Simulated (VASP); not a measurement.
# Ga2S (Fm-3m) in VASP: notebook

Ga2S is run at these levels: PBE; tasks: single point, relaxation of cell and atoms.

Program: VASP 6.6.1. These are calculated values, not measurements. Logs are shortened: lines on timing, memory, paths and dates and some standing lists are left out, and cuts for length are marked.

### Step 1. The cell of the first run

Symmetry: Fm-3m, No. 225, cubic system. Conventional cell: a = 6.037 Å, b = 6.037 Å, c = 6.037 Å, α = 90.00°, β = 90.00°, γ = 90.00°. Ga (site symmetry -43m) has 4 S at 2.61 Å and 6 Ga at 3.02 Å within 3.4 Å. S (site symmetry m-3m) has 8 Ga at 2.61 Å within 3.4 Å.

### Step 2. Single point, PBE

The input, INCAR:

```
SYSTEM = Ga2S
  ALGO = Normal
  EDIFF = 1E-6
  ENCUT = 520
  GGA = PE
  ISIF = 2
  ISMEAR = 0
  LASPH = .True.
  LCHARG = .False.
  LREAL = .False.
  LWAVE = .False.
  NBANDS = 23
  NELM = 80
  PREC = Accurate
  SIGMA = 0.1
```

The input, KPOINTS:

```
k-points
0
Gamma
  6 6 6
  0 0 0
```

The input, POSCAR:

```
Ga2S
1.0
    0.0000000000      3.0185750668      3.0185750668
    3.0185750668      0.0000000000      3.0185750668
    3.0185750668      3.0185750668      0.0000000000
Ga S
2 1
Direct
    0.2500000000      0.2500000000      0.2500000000
    0.7500000000      0.7500000000      0.7500000000
    0.0000000000      0.0000000000      0.0000000000
```

Potentials or basis: VASP PAW PBE potentials, release 64 (Ga_d, S).

Command:

```
$ cat potpaw_PBE.64/Ga_d/POTCAR potpaw_PBE.64/S/POTCAR > POTCAR
$ mpirun -np 1 vasp_std > vasp.out
```

OUTCAR:

```text
SYSTEM = Ga2S
   EDIFF = 1E-6
   ENCUT = 520
   GGA = PE
   ISIF = 2
   ISMEAR = 0
   LASPH = .True.
   LREAL = .False.
   NELM = 80
   PREC = Accurate

 ion  position               nearest neighbor table
   1  0.250  0.250  0.250-   3 2.61   3 2.61   3 2.61   3 2.61
   2  0.750  0.750  0.750-   3 2.61   3 2.61   3 2.61   3 2.61
   3  0.000  0.000  0.000-   2 2.61   2 2.61   2 2.61   1 2.61   1 2.61   1 2.61   2 2.61   1 2.61

  LATTYP: Found a face centered cubic cell.
 ALAT       =     6.0371501336

  Lattice vectors:

 A1 = (   0.0000000000,   3.0185750668,   3.0185750668)
 A2 = (   3.0185750668,   0.0000000000,   3.0185750668)
 A3 = (   3.0185750668,   3.0185750668,   0.0000000000)

Analysis of symmetry for initial positions (statically):
=====================================================================
 Subroutine PRICEL returns:
 Original cell was already a primitive cell.

 Routine SETGRP: Setting up the symmetry group for a
 face centered cubic supercell.

 Subroutine GETGRP returns: Found 48 space group operations
 (whereof 48 operations were pure point group operations)
 out of a pool of 48 trial point group operations.

The static configuration has the point symmetry O_h .

Analysis of symmetry for dynamics (positions and initial velocities):
=====================================================================
 Subroutine PRICEL returns:
 Original cell was already a primitive cell.

 Routine SETGRP: Setting up the symmetry group for a
 face centered cubic supercell.

 Subroutine GETGRP returns: Found 48 space group operations
 (whereof 48 operations were pure point group operations)
 out of a pool of 48 trial point group operations.

The dynamic configuration has the point symmetry O_h .

 Subroutine INISYM returns: Found 48 space group operations
 (whereof 48 operations are pure point group operations),
 and found     1 'primitive' translations

----------------------------------------------------------------------------------------

                                     Primitive cell

  volume of cell :      55.0093

  direct lattice vectors                    reciprocal lattice vectors
     0.000000000  3.018575067  3.018575067    -0.165641069  0.165641069  0.165641069
[... 74 lines left out ...]
   LNONCOLLINEAR =      F non collinear calculations
   LSORBIT =      F    spin-orbit coupling
   LASPH  =      T    aspherical Exc in radial PAW
   ENCUT  =  520.0 eV  38.22 Ry    6.18 a.u.   7.94  7.94  7.94*2*pi/ulx,y,z
   NELM   =     80;   NELMIN=  2; NELMDL= -5     # of ELM steps
   EDIFF  = 0.1E-05   stopping-criterion for ELM
   LREAL  =      F    real-space projection
   EDIFFG = 0.1E-04   stopping-criterion for IOM
   NSW    =      0    number of steps for IOM
   IBRION =     -1    ionic relax: 0-MD 1-quasi-New 2-CG
   NFREE  =      0    steps in history (QN), initial steepest desc. (CG)
   ISIF   =      2    stress and relaxation
   ISYM   =      2    0-nonsym 1-usesym 2-fastsym
   POTIM  = 0.5000    time-step for ionic-motion
   TEBEG  =    0.0;   TEEND  =   0.0 temperature during run
   PSTRESS=    0.0 pullay stress
   NELECT =      32.0000    total number of electrons
   NUPDOWN=      -1.0000    fix difference up-down
   EMIN   =  10.00;   EMAX   =-10.00  energy-range for DOS
   EFERMI =   0.00;   METHOD = LEGACY
   ISMEAR =     0;   SIGMA  =   0.10  broadening in eV -4-tet -1-fermi 0-gaus
   EFERMI_NEDOS =   21; number of points for ismear=-14 and -15
   IALGO  =     38    algorithm
   IMIX   =      4    mixing-type and parameters
     AMIX     =   0.40;   BMIX     =  1.00
     AMIX_MAG =   1.60;   BMIX_MAG =  1.00
  volume/ion in A,a.u.               =      18.34       123.74
  Fermi-wavevector in a.u.,A,eV,Ry     =   1.366615  2.582528 25.410737  1.867637
  Thomas-Fermi vector in A             =   2.492740
   LORBIT       =      0    0 simple, 1 ext, 2 COOP (PROOUT), +10 PAW based schemes
   GGA     = PE    functional components
   LHFCALC =     F    Hartree Fock is set to
   AEXX    =    0.0000 exact exchange contribution
   IVDW    =     0    specifies the selected vdW correction
   LEPSILON=     F    determine dielectric tensor
   LRPA    =     F    only Hartree local field effects (RPA)
 non-spin polarized calculation
 Gauss-broadening in eV      SIGMA  =   0.10
  energy-cutoff  :      520.00
  volume of cell :       55.01
 maximum number of plane-waves:      1524
   NGX = 15   NGY = 15   NGZ = 15

 number of electron      31.9999987 magnetization

 Free energy of the ion-electron system (eV)
  ---------------------------------------------------
  ext. energy  EPLUGINS =         0.00000000
  ---------------------------------------------------
  free energy    TOTEN  =        -9.12486609 eV

  energy without entropy =       -9.11503032  energy(sigma->0) =       -9.11994821

 E-fermi :   6.7209     XC(G=0): -10.6898

 val. band max:        6.6451580753   @ k =  -0.3333   0.3333   0.0000
 cond. band min:       6.7301671784   @ k =   0.1667   0.0000   0.0000
 fundamental gap:      0.0850091030
 Fermi energy:         6.7209086848

 k-point     1 :       0.0000    0.0000    0.0000
  band No.  band energies     occupation
      1      -9.1089      2.00000
      2      -8.7679      2.00000
      3      -8.7679      2.00000
      4      -8.7396      2.00000
      5      -8.7396      2.00000
      6      -8.7396      2.00000
[... 405 lines left out ...]
     22      15.1814      0.00000
     23      15.6714      0.00000

------------------------ aborting loop because EDIFF is reached ----------------------------------------

  FORCE on cell =-STRESS in cart. coord.  units (eV):
  Direction    XX          YY          ZZ          XY          YZ          ZX
  --------------------------------------------------------------------------------------
  -------------------------------------------------------------------------------------
  Total        4.6558471      4.6558471      4.6558471      0.0000000      0.0000000      0.0000000
  in kB      135.6042680    135.6042680    135.6042680      0.0000000      0.0000000      0.0000000
  external PRESSURE =     135.6042680 kB  Pullay stress =       0.0000000 kB

 VOLUME and BASIS-vectors are now :
 -----------------------------------------------------------------------------
  energy-cutoff  :      520.00
  volume of cell :       55.01
      direct lattice vectors                 reciprocal lattice vectors
     0.000000000  3.018575067  3.018575067    -0.165641069  0.165641069  0.165641069
     3.018575067  0.000000000  3.018575067     0.165641069 -0.165641069  0.165641069
     3.018575067  3.018575067  0.000000000     0.165641069  0.165641069 -0.165641069

 POSITION                                       TOTAL-FORCE (eV/Angst)
 -----------------------------------------------------------------------------------
      1.50929      1.50929      1.50929         0.000000      0.000000      0.000000
      4.52786      4.52786      4.52786        -0.000000     -0.000000     -0.000000
      0.00000      0.00000      0.00000        -0.000000     -0.000000      0.000000
 -----------------------------------------------------------------------------------
    total drift:                               -0.000000     -0.000000      0.000000

  FREE ENERGIE OF THE ION-ELECTRON SYSTEM (eV)
  ---------------------------------------------------
  free  energy   TOTEN  =        -9.1248660919 eV

  energy  without entropy=       -9.1150303213  energy(sigma->0) =       -9.11994821
```

OSZICAR:

```text
N       E                     dE             d eps       ncg     rms          rms(c)
DAV:   1     0.198781633350E+03    0.19878E+03   -0.14959E+04   759   0.230E+03
DAV:   2     0.117200925488E+02   -0.18706E+03   -0.17634E+03   778   0.452E+02
DAV:   3    -0.863941262485E+01   -0.20360E+02   -0.19724E+02   876   0.112E+02
DAV:   4    -0.925166153126E+01   -0.61225E+00   -0.61005E+00   821   0.207E+01
DAV:   5    -0.927033038414E+01   -0.18669E-01   -0.18646E-01   922   0.333E+00    0.141E+01
DAV:   6    -0.913092753648E+01    0.13940E+00   -0.19399E-01  1065   0.762E+00    0.768E+00
DAV:   7    -0.912605441225E+01    0.48731E-02   -0.39050E-02  1048   0.164E+00    0.208E+00
DAV:   8    -0.912481756840E+01    0.12368E-02   -0.52179E-03  1095   0.829E-01    0.759E-02
DAV:   9    -0.912484742759E+01   -0.29859E-04   -0.68419E-04  1062   0.331E-01    0.705E-02
DAV:  10    -0.912486684334E+01   -0.19416E-04   -0.99142E-05   906   0.674E-02    0.197E-02
DAV:  11    -0.912486579756E+01    0.10458E-05   -0.14464E-05  1137   0.540E-02    0.999E-03
DAV:  12    -0.912486609192E+01   -0.29436E-06   -0.43847E-06   841   0.133E-02
   1 F= -.91248661E+01 E0= -.91199482E+01  d E =-.983577E-02
```

stdout:

```text
POSCAR found type information on POSCAR GaS
 POSCAR found :  2 types and       3 ions
 scaLAPACK will be used
 LDA part: xc-table for (Slater+PW92), standard interpolation
 POSCAR, INCAR and KPOINTS ok, starting setup
 FFT: planning ... GRIDC
 FFT: planning ... GRID_SOFT
 FFT: planning ... GRID
 WAVECAR not read
 entering main loop
```

It took 33 s on 1 thread of Intel Xeon 8259CL, shared host; peak memory 0.18 GiB.

What came out:

```yaml
Free_energy: -9.1249 eV
Pressure: 13.6 GPa
Band_gap_on_the_k_mesh: zero (bands 16 and 17 overlap by 0.85 eV)
```

Caveat: the cell stands under pressure.

### Step 3. Single point, PBE

This run uses another cell than the first one, of 24.73 Å³/atom.

The input, INCAR:

```
SYSTEM = Ga2S
PREC = Accurate
ENCUT = 520
EDIFF = 1E-6
ISMEAR = 0
SIGMA = 0.1
LREAL = .False.
LASPH = .True.
NELM = 60
ALGO = Normal
ISIF = 2
LWAVE = .False.
LCHARG = .True.
GGA = PE
LELF = .True.
LVHAR = .True.
NBANDS = 23
```

The input, KPOINTS:

```
regular mesh
0
Gamma
  6 6 6
  0 0 0
```

The input, POSCAR:

```
Ga2S
1.0
    0.0000000000      3.3351800038      3.3351800038
    3.3351800038      0.0000000000      3.3351800038
    3.3351800038      3.3351800038      0.0000000000
Ga S
2 1
Direct
    0.2500000000      0.2500000000      0.2500000000
    0.7500000000      0.7500000000      0.7500000000
    0.0000000000      0.0000000000      0.0000000000
```

Potentials or basis: VASP PAW PBE potentials, release 64 (Ga_d, S).

Command:

```
$ cat potpaw_PBE.64/Ga_d/POTCAR potpaw_PBE.64/S/POTCAR > POTCAR
$ mpirun -np 1 vasp_std > vasp.out
```

OUTCAR:

```text
SYSTEM = Ga2S
   PREC = Accurate
   ENCUT = 520
   EDIFF = 1E-6
   ISMEAR = 0
   LREAL = .False.
   LASPH = .True.
   NELM = 60
   ISIF = 2
   GGA = PE

 ion  position               nearest neighbor table
   1  0.250  0.250  0.250-
   2  0.750  0.750  0.750-
   3  0.000  0.000  0.000-

  LATTYP: Found a face centered cubic cell.
 ALAT       =     6.6703600076

  Lattice vectors:

 A1 = (   0.0000000000,   3.3351800038,   3.3351800038)
[... 594 lines left out ...]

  FORCE on cell =-STRESS in cart. coord.  units (eV):
  Direction    XX          YY          ZZ          XY          YZ          ZX
  --------------------------------------------------------------------------------------
  -------------------------------------------------------------------------------------
  Total        0.0667285      0.0667285      0.0667285      0.0000000     -0.0000000     -0.0000000
  in kB        1.4409019      1.4409019      1.4409019      0.0000000     -0.0000000     -0.0000000
  external PRESSURE =       1.4409019 kB  Pullay stress =       0.0000000 kB

 VOLUME and BASIS-vectors are now :
 -----------------------------------------------------------------------------
  energy-cutoff  :      520.00
  volume of cell :       74.20
      direct lattice vectors                 reciprocal lattice vectors
     0.000000000  3.335180004  3.335180004    -0.149916946  0.149916946  0.149916946
     3.335180004  0.000000000  3.335180004     0.149916946 -0.149916946  0.149916946
     3.335180004  3.335180004  0.000000000     0.149916946  0.149916946 -0.149916946

 POSITION                                       TOTAL-FORCE (eV/Angst)
 -----------------------------------------------------------------------------------
      1.66759      1.66759      1.66759        -0.000000     -0.000000     -0.000000
      5.00277      5.00277      5.00277         0.000000      0.000000      0.000000
      0.00000      0.00000      0.00000         0.000000      0.000000      0.000000
 -----------------------------------------------------------------------------------
    total drift:                                0.000000      0.000000      0.000000

  FREE ENERGIE OF THE ION-ELECTRON SYSTEM (eV)
  ---------------------------------------------------
  free  energy   TOTEN  =        -9.8016086745 eV

  energy  without entropy=       -9.7959811647  energy(sigma->0) =       -9.79879492
```

stdout:

```text
POSCAR found type information on POSCAR GaS
 POSCAR found :  2 types and       3 ions
 scaLAPACK will be used
 LDA part: xc-table for (Slater+PW92), standard interpolation
 POSCAR, INCAR and KPOINTS ok, starting setup
 FFT: planning ... GRIDC
 FFT: planning ... GRID_SOFT
 FFT: planning ... GRID
 WAVECAR not read
 entering main loop
```

It took 61 s on 1 thread of Intel Xeon 8259CL, shared host; peak memory 0.2 GiB.

Results:

| Quantity | Value |
| --- | --- |
| Free energy | -9.8016 eV |
| Pressure | 0.1 GPa |
| Band gap on the k mesh | zero (bands 16 and 17 overlap by 0.36 eV) |

Levels at points of the mesh, in eV from the Fermi level:
```
           k point  band 14  band 15  band 16  band 17  band 18  band 19
(0.00, 0.00, 0.00)    -2.90    -2.90    -1.84     0.53     0.53     0.53
(0.50, 0.00, 0.00)    -3.40    -3.40     0.34     1.27     1.27     2.97
(0.50, 0.50, 0.00)    -4.20    -4.13    -0.96     0.81     3.55     3.55
```

### Step 4. Relaxation of cell and atoms, PBE

The input, INCAR:

```
SYSTEM = Ga2S
  PREC = Accurate
  ENCUT = 600
  EDIFF = 1E-6
  ISMEAR = 0
  SIGMA = 0.1
  LREAL = .False.
  LASPH = .True.
  NELM = 80
  ALGO = Normal
  ISIF = 3
  LWAVE = .False.
  LCHARG = .False.
  GGA = PE
  IBRION = 2
  NSW = 90
  EDIFFG = -0.04
```

The input, KPOINTS:

```
Automatic mesh
0
Gamma
  6 6 6
  0 0 0
```

The input, POSCAR:

```
Ga2S
1.0
    0.0000000000      3.0185750668      3.0185750668
    3.0185750668      0.0000000000      3.0185750668
    3.0185750668      3.0185750668      0.0000000000
Ga S
2 1
Direct
    0.2500000000      0.2500000000      0.2500000000
    0.7500000000      0.7500000000      0.7500000000
    0.0000000000      0.0000000000      0.0000000000
```

Command:

```
$ cat potpaw_PBE.64/Ga_d/POTCAR potpaw_PBE.64/S/POTCAR > POTCAR
$ mpirun -np 1 vasp_std > vasp.out
```

Wall time 2.6 min (1 thread of Intel Xeon 8259CL, shared host); peak memory 0.22 GiB.

It converged, with:

| Item | Value |
| --- | --- |
| Free energy | -9.7983 eV |
| Relaxed volume | 25.09 Å³/atom |
| Relaxed cell | a = 4.739 Å, b = 4.739 Å, c = 4.739 Å, α = 60.00°, β = 60.00°, γ = 60.00° |
| Space group after relaxing (to 0.1 Å) | Fm-3m (No. 225) |
| Energy gained by relaxing | 224.5 meV/atom |
| Ionic steps | 4 |
| Pressure after relaxing | -0.2 GPa |
| Band gap on the k mesh | zero (bands 16 and 17 overlap by 0.31 eV) |

Step by step:
```tsv
step	energy change (eV)	largest force (eV/Å)	pressure (GPa)	volume (Å³)
1	0.0000	0.0000	13.56	55.01
2	-0.6276	0.0000	2.89	68.31
3	-0.6654	0.0000	-0.86	77.74
4	-0.6734	0.0000	-0.16	75.27
```

Final structure:
```cif
data_structure
_symmetry_space_group_name_H-M 'P 1'
_symmetry_Int_Tables_number 1
_cell_length_a 4.7393
_cell_length_b 4.7393
_cell_length_c 4.7393
_cell_angle_alpha 60.000
_cell_angle_beta 60.000
_cell_angle_gamma 60.000
_cell_volume 75.27
loop_
_atom_site_label
_atom_site_type_symbol
_atom_site_fract_x
_atom_site_fract_y
_atom_site_fract_z
_atom_site_occupancy
Ga1 Ga 0.25000 0.25000 0.25000 1
Ga2 Ga 0.75000 0.75000 0.75000 1
S1 S 0.00000 0.00000 0.00000 1
```

Levels at points of the mesh, in eV from the Fermi level:
| k point | band 14 | band 15 | band 16 | band 17 | band 18 | band 19 |
| --- | --- | --- | --- | --- | --- | --- |
| (0.00, 0.00, 0.00) | -2.85 | -2.85 | -1.90 | 0.56 | 0.56 | 0.56 |
| (0.50, 0.00, 0.00) | -3.33 | -3.33 | 0.29 | 1.30 | 1.30 | 2.96 |
| (0.50, 0.50, 0.00) | -4.12 | -4.12 | -0.93 | 0.77 | 3.52 | 3.52 |

Caveat: the volume moved by over 15 % at a fixed basis, so the end points are rough.

### Step 5. The runs side by side

| task | cell | cutoff (eV) | gap on the mesh (eV) | pressure (GPa) |
| --- | --- | --- | --- | --- |
| single point | a = 4.269 Å, angles 60.0°, 3 atoms | 520 | none | 13.6 |
| single point | a = 4.717 Å, angles 60.0°, 3 atoms | 520 | none | 0.1 |
| relaxation of cell and atoms | relaxed from a = 4.269 Å, angles 60.0°, 3 atoms | 600 | none | -0.2 |

Alike in all rows: level PBE; potentials or basis VASP PAW PBE potentials, release 64 (Ga_d, S); no spin polarisation; k mesh 6 × 6 × 6; smearing gaussian 0.1 eV.

Caveats: the cell stands under pressure (at least some runs); the volume moved by over 15 % at a fixed basis, so the end points are rough (at least some runs).

Total energies depend on the potentials used, so only differences within one code and one set of settings carry meaning.

The gap in the log of VASP goes by the Fermi energy; the results here count the filled bands.